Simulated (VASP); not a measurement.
# Ga16N17 (a cell with a defect) in VASP: single point with PBE

Aim: the single point of Ga16N17 (a cell with a defect) with PBE.

Program: VASP 6.6.1. These are calculated values, not measurements. Logs are shortened: lines on timing, memory, paths and dates and some standing lists are left out, and cuts for length are marked.

### Step 1. The cell of the first run

The cell holds a defect, 33 atoms: a = 7.878 Å, b = 7.878 Å, c = 7.878 Å, α = 109.47°, β = 109.47°, γ = 109.47°.

### Step 2. Single point, PBE, collinear spin (with an interstitial atom, then relaxed in part)

INCAR reads:

```
PREC = Accurate
ENCUT = 520
EDIFF = 1E-6
ISMEAR = 0
SIGMA = 0.01
LREAL = Auto
LASPH = True
NELM = 150
ALGO = Normal
ISIF = 2
LWAVE = False
LCHARG = True
ISPIN = 2
MAGMOM = 0 0 0 0.091 0 0 0 0 0.091 0.091 0 0 0.091 0 0 0 0 0 0.091 0 0 0 0 0 0.091 0.091 0.091 0 0.091 0.091 0 0 0.091
LORBIT = 11
GGA = PE
LELF = True
LVHAR = True
NBANDS = 172
```

KPOINTS reads:

```
Automatic mesh
0
Gamma
  2 2 2
  0.5 0.5 0.5
```

POSCAR reads:

```
Ga16N17
1.0
    4.5484769875      4.5484769875      4.5484769875
   -4.5484769875      4.5484769875     -4.5484769875
   -4.5484769875     -4.5484769875      4.5484769875
Ga N
16 17
Direct
    0.5029396986      0.7481331179      0.7481331179
    0.5018668821      0.5048065807      0.0000000000
    0.7451934193      0.4951934193      0.7470603014
    0.5024246797      0.2524246797      0.2524246797
    0.7548065807      0.2518668821      0.0000000000
   -0.0018668821      0.2529396986      0.7481331179
    0.5018668821      0.0000000000      0.5048065807
    0.7548065807      0.0000000000      0.2518668821
   -0.0024246797      0.0000000000      0.0000000000
    0.2500000000      0.0000000000      0.7475753203
    0.7451934193      0.7470603014      0.4951934193
   -0.0018668821      0.7481331179      0.2529396986
    0.2500000000      0.7475753203      0.0000000000
   -0.0029396986      0.4951934193      0.4951934193
    0.2500000000      0.5048065807      0.2518668821
    0.2500000000      0.2518668821      0.5048065807
    0.7489584901      0.0000000000      0.0000000000
    0.7500000000      0.7500000000      0.2500000000
   -0.0134753598      0.7365246402      0.0000000000
    0.7510415099      0.5010415099      0.5010415099
    0.0000000000      0.5000000000      0.2500000000
    0.2500000000      0.4989584901      0.0000000000
    0.7500000000      0.2500000000      0.7500000000
    0.0000000000      0.2500000000      0.5000000000
    0.2500000000      0.2634753598      0.2634753598
    0.5134753598      0.2634753598      0.0000000000
   -0.0134753598      0.0000000000      0.7365246402
    0.2500000000      0.0000000000      0.4989584901
    0.5134753598      0.0000000000      0.2634753598
    0.2500000000      0.7365246402      0.7365246402
    0.5000000000      0.7500000000      0.5000000000
    0.5000000000      0.5000000000      0.7500000000
    0.2500000000      0.0000000000      0.0000000000
```

Potentials or basis: VASP PAW PBE potentials, release 64 (Ga_d, N).

Run with:

```
$ cat potpaw_PBE.64/Ga_d/POTCAR potpaw_PBE.64/N/POTCAR > POTCAR
$ mpirun -np 1 vasp_std > vasp.out
```

OUTCAR:

```text
PREC = Accurate
   ENCUT = 520
   EDIFF = 1E-6
   ISMEAR = 0
   LREAL = Auto
   LASPH = True
   NELM = 150
   ISIF = 2
   ISPIN = 2
   LORBIT = 11
   GGA = PE

 ion  position               nearest neighbor table
   1  0.503  0.748  0.748-  30 1.93  31 1.95  32 1.95  17 1.97
   2  0.502  0.505  0.000-  26 1.93  18 1.95  32 1.95  22 1.97
   3  0.745  0.495  0.747-  19 1.93  23 1.95  32 1.95  20 1.97
   4  0.502  0.252  0.252-  20 1.96  33 1.99  29 2.05  25 2.05  26 2.05
   5  0.755  0.252  0.000-  26 1.93  23 1.95  21 1.95  17 1.97
   6  0.998  0.253  0.748-  27 1.93  24 1.95  23 1.95  22 1.97
   7  0.502  0.000  0.505-  29 1.93  23 1.95  31 1.95  28 1.97
   8  0.755  0.000  0.252-  29 1.93  24 1.95  18 1.95  17 1.97
   9  0.998  0.000  0.000-  17 1.96  33 1.99  25 2.05  27 2.05  19 2.05
  10  0.250  0.000  0.748-  28 1.96  33 1.99  26 2.05  30 2.05  27 2.05
  11  0.745  0.747  0.495-  27 1.93  18 1.95  31 1.95  20 1.97
  12  0.998  0.748  0.253-  19 1.93  18 1.95  21 1.95  28 1.97
  13  0.250  0.748  0.000-  22 1.96  33 1.99  29 2.05  30 2.05  19 2.05
  14  0.997  0.495  0.495-  30 1.93  24 1.95  21 1.95  20 1.97
  15  0.250  0.505  0.252-  25 1.93  31 1.95  21 1.95  22 1.97
  16  0.250  0.252  0.505-  25 1.93  24 1.95  32 1.95  28 1.97
  17  0.749  0.000  0.000-   9 1.96   1 1.97   8 1.97   5 1.97
  18  0.750  0.750  0.250-  12 1.95   8 1.95   2 1.95  11 1.95
  19  0.987  0.737  0.000-   3 1.93  12 1.93   9 2.05  13 2.05
[... 12 lines left out ...]
  32  0.500  0.500  0.750-   1 1.95   2 1.95  16 1.95   3 1.95
  33  0.250  0.000  0.000-   4 1.99   9 1.99  10 1.99  13 1.99

  LATTYP: Found a body centered cubic cell.
 ALAT       =     9.0969539750

  Lattice vectors:

 A1 = (   4.5484769875,   4.5484769875,   4.5484769875)
 A2 = (  -4.5484769875,   4.5484769875,  -4.5484769875)
 A3 = (  -4.5484769875,  -4.5484769875,   4.5484769875)

Analysis of symmetry for initial positions (statically):
=====================================================================
 Subroutine PRICEL returns:
 Original cell was already a primitive cell.

 Routine SETGRP: Setting up the symmetry group for a
 body centered cubic supercell.

 Subroutine GETGRP returns: Found 24 space group operations
 (whereof  6 operations were pure point group operations)
 out of a pool of 48 trial point group operations.

The static configuration has the point symmetry C_3v.
 The point group associated with its full space group is T_d .

Analysis of symmetry for dynamics (positions and initial velocities):
=====================================================================
 Subroutine PRICEL returns:
 Original cell was already a primitive cell.

 Routine SETGRP: Setting up the symmetry group for a
[... 205 lines left out ...]
  ---------------------------------------------------
  free energy    TOTEN  =      -195.32852172 eV

  energy without entropy =     -195.32852172  energy(sigma->0) =     -195.32852172

 E-fermi :   5.4218     XC(G=0): -11.6398

 val. band max:        5.3715944882   @ k =  -0.2500   0.2500   0.2500
 cond. band min:       6.3950140697   @ k =   0.2500   0.2500   0.2500
 fundamental gap:      1.0234195815
 Fermi energy:         5.4217979058

 spin component 1

 k-point     1 :       0.2500    0.2500    0.2500
  band No.  band energies     occupation
      1     -11.4593      1.00000
      2     -10.1879      1.00000
      3     -10.1879      1.00000
      4     -10.1879      1.00000
      5      -9.7573      1.00000
      6      -9.7573      1.00000
[... 311 lines left out ...]
    157      10.6700      0.00000
    158      10.8027      0.00000
 Fermi energy:         5.4217979058

 spin component 2

 k-point     1 :       0.2500    0.2500    0.2500
  band No.  band energies     occupation
      1     -10.5297      1.00000
      2     -10.1310      1.00000
      3     -10.1310      1.00000
      4     -10.1310      1.00000
      5      -9.7306      1.00000
      6      -9.7306      1.00000
[... 311 lines left out ...]
    157      10.7452      0.00000
    158      10.9093      0.00000
 [bands above 158 left out]

------------------------ aborting loop because EDIFF is reached ----------------------------------------

  FORCE on cell =-STRESS in cart. coord.  units (eV):
  Direction    XX          YY          ZZ          XY          YZ          ZX
  --------------------------------------------------------------------------------------
  -------------------------------------------------------------------------------------
  Total       12.2899348     12.2899348     12.2899348     -0.0000000     -0.0000000     -0.0000000
  in kB       52.3121013     52.3121013     52.3121013     -0.0000000     -0.0000000     -0.0000000
  external PRESSURE =      52.3121013 kB  Pullay stress =       0.0000000 kB

 VOLUME and BASIS-vectors are now :
 -----------------------------------------------------------------------------
  energy-cutoff  :      520.00
  volume of cell :      376.41
      direct lattice vectors                 reciprocal lattice vectors
     4.548476987  4.548476987  4.548476987     0.000000000  0.109926906  0.109926906
    -4.548476987  4.548476987 -4.548476987    -0.109926906  0.109926906  0.000000000
    -4.548476987 -4.548476987  4.548476987    -0.109926906  0.000000000  0.109926906

 POSITION                                       TOTAL-FORCE (eV/Angst)
 -----------------------------------------------------------------------------------
     -4.51812      2.28761      2.28761         0.002617     -0.012566     -0.012566
     -0.01337      4.57883     -0.01337         0.012566      0.002617      0.012566
     -2.26087      2.24388      4.53511        -0.012566     -0.002617      0.012566
     -0.01103      2.28527      2.28527        -0.028974      0.028974      0.028974
      2.28761      4.57883      2.28761        -0.012566      0.002617     -0.012566
     -0.01337      2.28761      6.79236         0.012566     -0.012566     -0.002617
[... 25 lines left out ...]
     -3.41136      1.13712      3.41136         0.000000      0.000000     -0.000000
      1.13712      1.13712      1.13712         0.000000      0.000000     -0.000000
 -----------------------------------------------------------------------------------
    total drift:                               -0.000001      0.000026      0.000001

  FREE ENERGIE OF THE ION-ELECTRON SYSTEM (eV)
  ---------------------------------------------------
  free  energy   TOTEN  =      -195.3285217170 eV

  energy  without entropy=     -195.3285217170  energy(sigma->0) =     -195.32852172

 total charge

# of ion       s       p       d       tot
------------------------------------------
    1        0.789   0.892  10.176  11.857
    2        0.789   0.892  10.176  11.857
    3        0.789   0.892  10.176  11.857
    4        0.767   0.839  10.170  11.776
    5        0.789   0.892  10.176  11.857
    6        0.789   0.892  10.176  11.857
[... 25 lines left out ...]
   32        1.227   2.513   0.000   3.740
   33        1.352   2.298   0.000   3.650
--------------------------------------------------
tot         33.615  56.196 162.790 252.602

 magnetization (x)

# of ion       s       p       d       tot
------------------------------------------
    1        0.001   0.006   0.005   0.011
    2        0.001   0.006   0.005   0.011
    3        0.001   0.006   0.005   0.011
    4       -0.012  -0.009   0.033   0.011
    5        0.001   0.006   0.005   0.011
    6        0.001   0.006   0.005   0.011
[... 25 lines left out ...]
   32        0.002   0.024   0.000   0.026
   33        0.025   1.078   0.000   1.104
--------------------------------------------------
tot          0.075   2.141   0.186   2.402
```

OSZICAR:

```text
N       E                     dE             d eps       ncg     rms          rms(c)
DAV:   1     0.512751742846E+04    0.51275E+04   -0.10918E+05  1460   0.316E+03
DAV:   2     0.116081057657E+04   -0.39667E+04   -0.37691E+04  1376   0.917E+02
DAV:   3    -0.374644895521E+02   -0.11983E+04   -0.11289E+04  1640   0.316E+02
DAV:   4    -0.204858350588E+03   -0.16739E+03   -0.16184E+03  1520   0.119E+02
DAV:   5    -0.225037495953E+03   -0.20179E+02   -0.19964E+02  2264   0.414E+01    0.311E+01
DAV:   6    -0.193689812728E+03    0.31348E+02   -0.12337E+02  2408   0.594E+01    0.865E+00
DAV:   7    -0.195366408578E+03   -0.16766E+01   -0.21146E+01  1568   0.155E+01    0.747E+00
DAV:   8    -0.195306132540E+03    0.60276E-01   -0.19794E+00  1880   0.149E+01    0.404E+00
DAV:   9    -0.195338753180E+03   -0.32621E-01   -0.60108E-01  1680   0.463E+00    0.109E+00
DAV:  10    -0.195325514313E+03    0.13239E-01   -0.18282E-01  1776   0.335E+00    0.534E-01
DAV:  11    -0.195326882400E+03   -0.13681E-02   -0.48695E-02  2056   0.124E+00    0.330E-01
DAV:  12    -0.195327938918E+03   -0.10565E-02   -0.14117E-02  1816   0.437E-01    0.233E-01
DAV:  13    -0.195328286029E+03   -0.34711E-03   -0.14843E-03  1960   0.492E-01    0.997E-02
DAV:  14    -0.195328535588E+03   -0.24956E-03   -0.12378E-03  1600   0.161E-01    0.407E-02
DAV:  15    -0.195328520477E+03    0.15111E-04   -0.16435E-04  1720   0.173E-01    0.216E-02
DAV:  16    -0.195328520878E+03   -0.40139E-06   -0.78856E-05  1840   0.294E-02    0.129E-02
DAV:  17    -0.195328521717E+03   -0.83895E-06   -0.86988E-06  1408   0.165E-02
   1 F= -.19532852E+03 E0= -.19532852E+03  d E =-.481645E-13  mag=     2.9999
```

stdout:

```text
POSCAR found type information on POSCAR GaN
 POSCAR found :  2 types and      33 ions
 scaLAPACK will be used
 LDA part: xc-table for (Slater+PW92), standard interpolation
 POSCAR, INCAR and KPOINTS ok, starting setup
 FFT: planning ... GRIDC
 FFT: planning ... GRID_SOFT
 FFT: planning ... GRID
 WAVECAR not read
 entering main loop
```

Wall time 26 min (1 thread of Oxide Virtual Turin-like, shared host); peak memory 0.71 GiB.

What came out:

```yaml
Free_energy: -195.3285 eV
Pressure: 5.2 GPa
Largest_force: 0.050 eV/Å
Band_gap_on_the_k_mesh: 1.02 eV
Net_moment: 3.00 μB per cell
Site_moments: Ga +0.01; N +0.01, +0.03, +0.16, +1.10 (each value once) μB
Valence_electrons_inside_the_program's_atomic_spheres: Ga 11.86, 11.78 (each value once); N 3.72, 3.74, 3.71, 3.65 (each value once)
```

Forces in eV/Å, atoms in the order of the input:
```
Ga   0.003 -0.013 -0.013
Ga   0.013  0.003  0.013
Ga  -0.013 -0.003  0.013
Ga  -0.029  0.029  0.029
Ga  -0.013  0.003 -0.013
Ga   0.013 -0.013 -0.003
Ga   0.013  0.013  0.003
Ga  -0.013 -0.013  0.003
Ga  -0.029 -0.029 -0.029
Ga   0.029  0.029 -0.029
Ga  -0.013  0.013 -0.003
Ga   0.013 -0.003 -0.013
Ga   0.029 -0.029  0.029
Ga   0.003  0.013  0.013
Ga  -0.003 -0.013  0.013
Ga  -0.003  0.013 -0.013
N    0.008  0.008  0.008
N    0.000  0.000  0.000
N    0.000 -0.020  0.000
N    0.008 -0.008 -0.008
N    0.000  0.000  0.000
N   -0.008  0.008 -0.008
N    0.000  0.000  0.000
N    0.000  0.000  0.000
N   -0.020  0.000  0.000
N    0.000  0.020  0.000
N    0.000  0.000 -0.020
N   -0.008 -0.008  0.008
N    0.000  0.000  0.020
N    0.020  0.000  0.000
N    0.000  0.000  0.000
N    0.000  0.000  0.000
N    0.000  0.000  0.000
```

Levels at points of the mesh, in eV from the valence-band top:
Spin up:
```csv
k point,band 145,band 146,band 147,band 148,band 149,band 150,band 151,band 152
"(0.25, 0.25, 0.25)",-0.78,-0.09,-0.09,-0.09,3.78,3.79,3.79,3.79
```
Spin down:
```
           k point  band 143  band 144  band 145  band 146  band 147  band 148
(0.25, 0.25, 0.25)     -0.71     -0.70     -0.70      1.02      1.02      1.02
```

Caveat: the cell differs from its parent crystal (with an interstitial atom, then relaxed in part).
